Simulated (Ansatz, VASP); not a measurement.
Cr: VASP beside Ansatz

```xyz
1
Lattice="-1.1778 1.1778 2.1296 1.1778 -1.1778 2.1296 1.1778 1.1778 -2.1296" Properties=species:S:1:pos:R:3 pbc="T T T"
Cr    0.0000    0.0000    0.0000
```

Alike in both runs: task relaxation of cell and atoms; functional PBE; k mesh 32 × 32 × 32; occupations gaussian, width 0.1 eV; no spin polarisation.

|  | VASP | Ansatz |
| --- | --- | --- |
| version | VASP 6.6.1 | Ansatz 0.2.0 |
| potentials or method | VASP PAW PBE potentials, release 64 (Cr_pv), cutoff 600 eV | scalar-relativistic, plane waves, PAW |
| valence electrons in the cell | 12 | 14 |

|  | VASP | Ansatz | Ansatz less VASP |
| --- | --- | --- | --- |
| gap on the k mesh at the Fermi level, each at its own relaxed structure (eV) | none | none | - |
| relaxed volume (Å³/atom) | 11.80 | 11.82 | +0.020 |
| relaxed cell length with the largest relative difference (Å) | 2.697 | 2.698 | +0.0011 |

A gap of «none» marks a metal or a gap that the smearing closes. VASP's potentials hold 12 valence electrons a cell and Ansatz's 14, so a difference there can come from the potentials and not from the codes.
